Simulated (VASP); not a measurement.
Wanted: the native input for a VASP 6.6.1 run.

```yaml
Task: single point
Functional: PBE-based screened hybrid
Potentials_or_basis: VASP PAW PBE potentials, release 64 (Sb_d_GW)
Cutoff: 400 eV
k_mesh: 4 × 4 × 4
Occupations: fermi-dirac, width 0.05 eV
Spin: no spin polarisation
Dipole_correction: no
Grid_for_exact_exchange_PRECFOCK: Normal
Share_of_exact_exchange: 0.25
Second_run: valence_matched
Further_INCAR_settings: ALGO = Normal; EDIFF = 1e-06; NBANDS = 14
Screening_parameter: 0.3 1/Å
```

Crystal: Sb.

```
Sb
1.0
     3.05740    0.00000    0.00000
     0.00000    3.05740    0.00000
     0.00000    0.00000    3.05740
Sb
1
Direct
  0.00000 0.00000 0.00000
```

One way to write it, as run:

POSCAR

```
Sb
1.0
    3.0573972777      0.0000000000      0.0000000000
    0.0000000000      3.0573972777      0.0000000000
    0.0000000000      0.0000000000      3.0573972777
Sb
1
Direct
    0.0000000000      0.0000000000      0.0000000000
```

INCAR.step1

```
PREC = Accurate
ENCUT = 400
EDIFF = 1E-5
ISMEAR = -1
SIGMA = 0.05
LREAL = F
LASPH = T
NELM = 120
ALGO = Normal
ISIF = 2
LWAVE = T
NBANDS = 14
GGA = PE
GGA_COMPAT = F
```

INCAR.step2

```
PREC = Accurate
ENCUT = 400
EDIFF = 1E-6
ISMEAR = -1
SIGMA = 0.05
LREAL = F
LASPH = T
NELM = 120
ALGO = Normal
ISIF = 2
LWAVE = F
LCHARG = T
GGA = PE
LHFCALC = T
AEXX = 0.25
HFSCREEN = 0.3
PRECFOCK = Normal
LELF = T
LVHAR = T
NBANDS = 14
ISTART = 1
GGA_COMPAT = F
```

KPOINTS

```
regular mesh
0
Gamma
  4 4 4
```

Potentials or basis: VASP PAW PBE potentials, release 64 (Sb_d_GW).

Command:

```sh
$ cat potpaw_PBE.64/Sb_d_GW/POTCAR > POTCAR
$ cp INCAR.step1 INCAR
$ mpirun -np 1 vasp_std > vasp.out
$ cp INCAR.step2 INCAR
$ mpirun -np 1 vasp_std > vasp.out
```

It gave:

```yaml
Pressure: -0.4 GPa
```

Caveat: the k points lie up to 0.51 Å⁻¹ apart; the PAW data sets were made with another functional, which shifts forces and pressure a little.

It took 110 s on 1 thread of Intel(R) Xeon(R) Platinum 8375C CPU @ 2.90GHz (Ice Lake), with other jobs on the host, peak memory 0.23 GiB.
